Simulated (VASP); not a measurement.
Wanted: the native input for a VASP 6.6.1 run.

- Task: single point
- Functional: PBEsol
- Potentials or basis: VASP PAW PBE potentials, release 64 (Eu, O)
- Cutoff: 600 eV
- k mesh: 8 × 8 × 8
- Occupations: methfessel-paxton, width 0.1 eV
- Spin: collinear spin, ferromagnetic start
- Starting moments: [4.9, 0.0] μB
- Dipole correction: no
- Further INCAR settings: ALGO = Normal; EDIFF = 1e-06; NBANDS = 22

The structure of EuO lies in POSCAR:

```
EuO
1.0
    0.0000000000      2.5719500000      2.5719500000
    2.5719500000      0.0000000000      2.5719500000
    2.5719500000      2.5719500000      0.0000000000
Eu O
1 1
Direct
    0.0000000000      0.0000000000      0.0000000000
    0.5000000000      0.5000000000      0.5000000000
```

The input as run:

INCAR

```
SYSTEM = EuO
ALGO = Normal ; EDIFF = 1E-6
ENCUT = 600 ; GGA = PS
GGA_COMPAT = .FALSE. ; ISIF = 2
ISMEAR = 1 ; ISPIN = 2
LASPH = .TRUE. ; LCHARG = .TRUE.
LELF = .TRUE. ; LMAXMIX = 6
LORBIT = 11 ; LREAL = .FALSE.
LVHAR = .TRUE. ; LWAVE = .FALSE.
MAGMOM = 4.9 0 ; NBANDS = 22
NELM = 200 ; PREC = Accurate
SIGMA = 0.1
```

KPOINTS

```
k-points
0
G
  8 8 8
  0 0 0
```

Potentials or basis: VASP PAW PBE potentials, release 64 (Eu, O).

Run with:

```console
$ cat potpaw_PBE.64/Eu/POTCAR potpaw_PBE.64/O/POTCAR > POTCAR
$ mpirun -np 1 vasp_std > vasp.out
```

Results of the run:

| Item | Value |
| --- | --- |
| Pressure | -9.5 GPa |
| Band gap on the k mesh | zero (filled and empty bands overlap) |
| Net moment | 6.97 μB per cell |
| Site moments | Eu +6.60; O -0.10 μB |
| Valence electrons inside the program's atomic spheres | Eu 14.76; O 4.92 |

Caveat: the cell stands under tension; the PAW data sets were made with another functional, which shifts forces and pressure a little; spin-orbit coupling is left out, which moves the levels of the heavy elements; a cell with one magnetic atom can't hold antiferromagnetic order, which such compounds often take; semilocal functionals describe open f shells poorly, which spoils levels, moments and volumes.

It took 75 s on 1 thread of Intel(R) Xeon(R) Platinum 8488C (Sapphire Rapids) (shared host), peak memory 0.22 GiB.
